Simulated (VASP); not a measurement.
# Mn3Sn (P6_3/mmc) in VASP: further runs

The runs below take Mn3Sn through single point, with PBE, PBEsol.

Program: VASP 6.6.1. These are calculated values, not measurements. Logs are shortened: lines on timing, memory, paths and dates and some standing lists are left out, and cuts for length are marked.

**1. The cell of the first run**

The structure is hexagonal, space group P6_3/mmc (No. 194). The conventional cell has a = 5.670 Å, b = 5.670 Å, c = 4.530 Å, α = 90.00°, β = 90.00°, γ = 120.00°. Sn (site symmetry -6m2) has 12 Mn at 2.79 to 2.84 Å within 3.7 Å. Within 3.7 Å of Mn (site symmetry mm2) lie 4 Sn at 2.79 to 2.84 Å and 8 Mn at 2.80 to 2.84 Å.

**2. Single point, PBE**

INCAR

```
ALGO = Fast
EDIFF = 1E-6
ENCUT = 520
GGA = PE
ISIF = 2
ISMEAR = -1
LASPH = T
LCHARG = T
LELF = T
LREAL = F
LVHAR = T
LWAVE = F
NBANDS = 63
NELM = 100
PREC = Accurate
SIGMA = 0.05
```

KPOINTS

```
k-points
0
Gamma
  6 6 6
```

POSCAR

```
Mn3Sn
1.0
    5.6700000000      0.0000000000      0.0000000000
   -2.8350000000      4.9103640395      0.0000000000
    0.0000000000      0.0000000000      4.5300000000
Sn Mn
2 6
Direct
    0.6666666667      0.3333333333      0.7500000000
    0.3333333333      0.6666666667      0.2500000000
    0.6659999999      0.8330000000      0.7500000000
    0.8330000000      0.1670000001      0.2500000000
    0.1670000001      0.3340000001      0.7500000000
    0.3340000001      0.1670000001      0.2500000000
    0.1670000001      0.8330000000      0.7500000000
    0.8330000000      0.6659999999      0.2500000000
```

Potentials or basis: VASP PAW PBE potentials, release 64 (Sn_d, Mn_pv).

Run with:

```console
> cat potpaw_PBE.64/Sn_d/POTCAR potpaw_PBE.64/Mn_pv/POTCAR > POTCAR
> mpirun -np 1 vasp_std > vasp.out
```

OUTCAR:

```text
EDIFF = 1E-6
   ENCUT = 520
   GGA = PE
   ISIF = 2
   ISMEAR = -1
   LASPH = T
   LREAL = F
   NELM = 100
   PREC = Accurate

 ion  position               nearest neighbor table
   1  0.667  0.333  0.750-   4 2.79   4 2.79   6 2.79   6 2.79   8 2.79   8 2.79   3 2.84   7 2.84
                             5 2.84   5 2.84   7 2.84   3 2.84
   2  0.333  0.667  0.250-   7 2.79   7 2.79   3 2.79   3 2.79   5 2.79   5 2.79   8 2.84   4 2.84
                             6 2.84   6 2.84   4 2.84   8 2.84
   3  0.666  0.833  0.750-   2 2.79   2 2.79   4 2.80   4 2.80   8 2.80   8 2.80   7 2.83   5 2.83
                             1 2.84   1 2.84   5 2.84   7 2.84
   4  0.833  0.167  0.250-   1 2.79   1 2.79   5 2.80   5 2.80   3 2.80   3 2.80   8 2.83   6 2.83
                             2 2.84   2 2.84   6 2.84   8 2.84
   5  0.167  0.334  0.750-   2 2.79   2 2.79   6 2.80   6 2.80   4 2.80   4 2.80   3 2.83   7 2.83
                             1 2.84   1 2.84   7 2.84   3 2.84
   6  0.334  0.167  0.250-   1 2.79   1 2.79   5 2.80   5 2.80   7 2.80   7 2.80   8 2.83   4 2.83
                             2 2.84   2 2.84   4 2.84   8 2.84
   7  0.167  0.833  0.750-   2 2.79   2 2.79   8 2.80   8 2.80   6 2.80   6 2.80   3 2.83   5 2.83
                             1 2.84   1 2.84   5 2.84   3 2.84
   8  0.833  0.666  0.250-   1 2.79   1 2.79   7 2.80   7 2.80   3 2.80   3 2.80   4 2.83   6 2.83
                             2 2.84   2 2.84   6 2.84   4 2.84

  LATTYP: Found a hexagonal cell.
 ALAT       =     5.6700000000
 C/A-ratio  =     0.7989417989

  Lattice vectors:

 A1 = (   5.6700000000,   0.0000000000,   0.0000000000)
 A2 = (  -2.8350000000,   4.9103640395,   0.0000000000)
 A3 = (   0.0000000000,   0.0000000000,   4.5300000000)

Analysis of symmetry for initial positions (statically):
=====================================================================
 Subroutine PRICEL returns:
 Original cell was already a primitive cell.

 Routine SETGRP: Setting up the symmetry group for a
 hexagonal supercell.

 Subroutine GETGRP returns: Found 24 space group operations
 (whereof 12 operations were pure point group operations)
 out of a pool of 24 trial point group operations.

The static configuration has the point symmetry D_3d.
 The point group associated with its full space group is D_6h.

Analysis of symmetry for dynamics (positions and initial velocities):
=====================================================================
 Subroutine PRICEL returns:
 Original cell was already a primitive cell.

 Routine SETGRP: Setting up the symmetry group for a
 hexagonal supercell.

 Subroutine GETGRP returns: Found 24 space group operations
 (whereof 12 operations were pure point group operations)
 out of a pool of 24 trial point group operations.

The dynamic configuration has the point symmetry D_3d.
 The point group associated with its full space group is D_6h.

 Subroutine INISYM returns: Found 24 space group operations
 (whereof 12 operations are pure point group operations),
 and found     1 'primitive' translations

----------------------------------------------------------------------------------------

                                     Primitive cell

  volume of cell :     126.1232

  direct lattice vectors                    reciprocal lattice vectors
     5.670000000  0.000000000  0.000000000     0.176366843  0.101825444  0.000000000
    -2.835000000  4.910364040  0.000000000     0.000000000  0.203650889  0.000000000
     0.000000000  0.000000000  4.530000000     0.000000000  0.000000000  0.220750552

  length of vectors
     5.670000000  5.670000000  4.530000000     0.203650889  0.203650889  0.220750552

  position of ions in fractional coordinates (direct lattice)
     0.666666667  0.333333333  0.750000000
     0.333333333  0.666666667  0.250000000
     0.666000000  0.833000000  0.750000000
     0.833000000  0.167000000  0.250000000
     0.167000000  0.334000000  0.750000000
     0.334000000  0.167000000  0.250000000
     0.167000000  0.833000000  0.750000000
     0.833000000  0.666000000  0.250000000

  ion indices of the primitive-cell ions
   primitive index   ion index
                 1           1
                 2           2
                 3           3
                 4           4
                 5           5
                 6           6
                 7           7
                 8           8

----------------------------------------------------------------------------------------

 KPOINTS: k-points

Automatic generation of k-mesh.
 Grid dimensions read from file:
 generate k-points for:    6    6    6

 Generating k-lattice:

  Cartesian coordinates                     Fractional coordinates (reciprocal lattice)
     0.029394474  0.016970907  0.000000000     0.166666667  0.000000000  0.000000000
     0.000000000  0.033941815  0.000000000     0.000000000  0.166666667  0.000000000
     0.000000000  0.000000000  0.036791759     0.000000000  0.000000000  0.166666667

  Length of vectors
     0.033941815  0.033941815  0.036791759

  Shift w.r.t. Gamma in fractional coordinates (k-lattice)
     0.000000000  0.000000000  0.000000000

 Subroutine IBZKPT returns following result:
 ===========================================

 Found     28 irreducible k-points:

 Following reciprocal coordinates:
            Coordinates               Weight
  0.000000  0.000000  0.000000      1.000000
  0.166667  0.000000  0.000000      6.000000
  0.333333  0.000000  0.000000      6.000000
  0.500000  0.000000  0.000000      3.000000
  0.166667  0.166667  0.000000      6.000000
  0.333333  0.166667  0.000000     12.000000
[... 16 lines left out ...]
  0.166667  0.000000  0.500000      6.000000
  0.333333  0.000000  0.500000      6.000000
 [... further k-points ...]
   k-points           NKPTS =     28   k-points in BZ     NKDIM =     28   number of bands    NBANDS=     63
   number of dos      NEDOS =    301   number of ions     NIONS =      8
   total plane-waves  NPLWV =  63504
   dimension x,y,z NGX =    42 NGY =   42 NGZ =   36
   dimension x,y,z NGXF=    84 NGYF=   84 NGZF=   72
   ions per type =               2   6
   NGX,Y,Z   is equivalent  to a cutoff of  12.31, 12.31, 13.21 a.u.
   NGXF,Y,Z  is equivalent  to a cutoff of  24.63, 24.63, 26.42 a.u.
 SYSTEM =  unknown system
   PREC   = accura    normal or accurate (medium, high low for compatibility)
   ISTART =      0    job   : 0-new  1-cont  2-samecut
   ICHARG =      2    charge: 1-file 2-atom 10-const
   ISPIN  =      1    spin polarized calculation?
   LNONCOLLINEAR =      F non collinear calculations
   LSORBIT =      F    spin-orbit coupling
   LASPH  =      T    aspherical Exc in radial PAW
   ENCUT  =  520.0 eV  38.22 Ry    6.18 a.u.  10.54 10.54  8.42*2*pi/ulx,y,z
   NELM   =    100;   NELMIN=  2; NELMDL= -5     # of ELM steps
   EDIFF  = 0.1E-05   stopping-criterion for ELM
   LREAL  =      F    real-space projection
   EDIFFG = 0.1E-04   stopping-criterion for IOM
   NSW    =      0    number of steps for IOM
   IBRION =     -1    ionic relax: 0-MD 1-quasi-New 2-CG
   NFREE  =      0    steps in history (QN), initial steepest desc. (CG)
   ISIF   =      2    stress and relaxation
   ISYM   =      2    0-nonsym 1-usesym 2-fastsym
   POTIM  = 0.5000    time-step for ionic-motion
   TEBEG  =    0.0;   TEEND  =   0.0 temperature during run
   PSTRESS=    0.0 pullay stress
   NELECT =     106.0000    total number of electrons
   NUPDOWN=      -1.0000    fix difference up-down
   EMIN   =  10.00;   EMAX   =-10.00  energy-range for DOS
   EFERMI =   0.00;   METHOD = LEGACY
   ISMEAR =    -1;   SIGMA  =   0.05  broadening in eV -4-tet -1-fermi 0-gaus
   EFERMI_NEDOS =   21; number of points for ismear=-14 and -15
   IALGO  =     68    algorithm
   IMIX   =      4    mixing-type and parameters
     AMIX     =   0.40;   BMIX     =  1.00
     AMIX_MAG =   1.60;   BMIX_MAG =  1.00
  volume/ion in A,a.u.               =      15.77       106.39
  Fermi-wavevector in a.u.,A,eV,Ry     =   1.544941  2.919515 32.474952  2.386842
  Thomas-Fermi vector in A             =   2.650390
   LORBIT       =      0    0 simple, 1 ext, 2 COOP (PROOUT), +10 PAW based schemes
   GGA     = PE    functional components
   LHFCALC =     F    Hartree Fock is set to
   AEXX    =    0.0000 exact exchange contribution
   IVDW    =     0    specifies the selected vdW correction
   LEPSILON=     F    determine dielectric tensor
   LRPA    =     F    only Hartree local field effects (RPA)
 non-spin polarized calculation
 RMM-DIIS sequential band-by-band and
  energy-cutoff  :      520.00
  volume of cell :      126.12
 maximum number of plane-waves:      3425
   NGX = 21   NGY = 21   NGZ = 17

 number of electron     106.0000137 magnetization

 Free energy of the ion-electron system (eV)
  ---------------------------------------------------
  ext. energy  EPLUGINS =         0.00000000
  ---------------------------------------------------
  free energy    TOTEN  =       -56.59994257 eV

  energy without entropy =      -56.41037139  energy(sigma->0) =      -56.50515698

 E-fermi :   8.5836     XC(G=0): -12.1906

 val. band max:        8.5821750666   @ k =   0.1667   0.0000   0.0000
 cond. band min:       8.5849594280   @ k =   0.3333   0.1667   0.1667
 fundamental gap:      0.0027843613
 Fermi energy:         8.5836097281

 k-point     1 :       0.0000    0.0000    0.0000
  band No.  band energies     occupation
      1     -39.3449      2.00000
      2     -39.3268      2.00000
      3     -39.2934      2.00000
      4     -39.2928      2.00000
      5     -39.2928      2.00000
      6     -39.2733      2.00000
[... 55 lines left out ...]
     62       9.6026      0.00000
     63       9.9735      0.00000

 k-point     2 :       0.1667    0.0000    0.0000
  band No.  band energies     occupation
      1     -39.3433      2.00000
      2     -39.3195      2.00000
      3     -39.2945      2.00000
      4     -39.2929      2.00000
      5     -39.2875      2.00000
      6     -39.2733      2.00000
[... 1507 lines left out ...]
     62       9.3697      0.00000
     63       9.6429      0.00000

 [... further k-points ...]

------------------------ aborting loop because EDIFF is reached ----------------------------------------

  FORCE on cell =-STRESS in cart. coord.  units (eV):
  Direction    XX          YY          ZZ          XY          YZ          ZX
  --------------------------------------------------------------------------------------
  -------------------------------------------------------------------------------------
  Total      -19.4221923    -19.4221923    -17.7974761      0.0000000      0.0000000      0.0000000
  in kB     -246.7254105   -246.7254105   -226.0861976      0.0000000      0.0000000      0.0000000
  external PRESSURE =    -239.8456729 kB  Pullay stress =       0.0000000 kB

 VOLUME and BASIS-vectors are now :
 -----------------------------------------------------------------------------
  energy-cutoff  :      520.00
  volume of cell :      126.12
      direct lattice vectors                 reciprocal lattice vectors
     5.670000000  0.000000000  0.000000000     0.176366843  0.101825444  0.000000000
    -2.835000000  4.910364040  0.000000000     0.000000000  0.203650889  0.000000000
     0.000000000  0.000000000  4.530000000     0.000000000  0.000000000  0.220750552

 POSITION                                       TOTAL-FORCE (eV/Angst)
 -----------------------------------------------------------------------------------
      2.83500      1.63679      3.39750         0.000000     -0.000000      0.000000
     -0.00000      3.27358      1.13250         0.000000      0.000000      0.000000
      1.41466      4.09033      3.39750         0.486027      0.280608      0.000000
      4.24966      0.82003      1.13250         0.486027     -0.280608      0.000000
      0.00000      1.64006      3.39750         0.000000     -0.561216      0.000000
      1.42034      0.82003      1.13250        -0.486027     -0.280608      0.000000
     -1.41466      4.09033      3.39750        -0.486027      0.280608      0.000000
      2.83500      3.27030      1.13250         0.000000      0.561216     -0.000000
 -----------------------------------------------------------------------------------
    total drift:                               -0.000001     -0.000000      0.000000

  FREE ENERGIE OF THE ION-ELECTRON SYSTEM (eV)
  ---------------------------------------------------
  free  energy   TOTEN  =       -56.5999425673 eV

  energy  without entropy=      -56.4103713877  energy(sigma->0) =      -56.50515698
```

Run time: 5.6 min. Hardware: 1 thread of Intel Xeon Platinum 8375C at 2.90GHz (Ice Lake), shared host; peak memory 0.34 GiB.

Results:

```
Free energy            : -56.5999 eV
Pressure               : -24.0 GPa
Largest force          : 0.561 eV/Å
Band gap on the k mesh : zero (bands 53 and 54 overlap by 0.26 eV)
```

Forces in eV/Å, atoms in the order of the input:
```
Sn   0.000  0.000  0.000
Sn   0.000  0.000  0.000
Mn   0.486  0.281  0.000
Mn   0.486 -0.281  0.000
Mn   0.000 -0.561  0.000
Mn  -0.486 -0.281  0.000
Mn  -0.486  0.281  0.000
Mn   0.000  0.561  0.000
```

Caveat: the cell stands under tension; spin-orbit coupling is left out, which moves the levels of the heavy elements; the run has no spin polarisation, though such a crystal can be magnetic. Spin polarisation is off, so any magnetic state and its effect on volume and gap are missing.

(Part 1 of 2 ends here.)
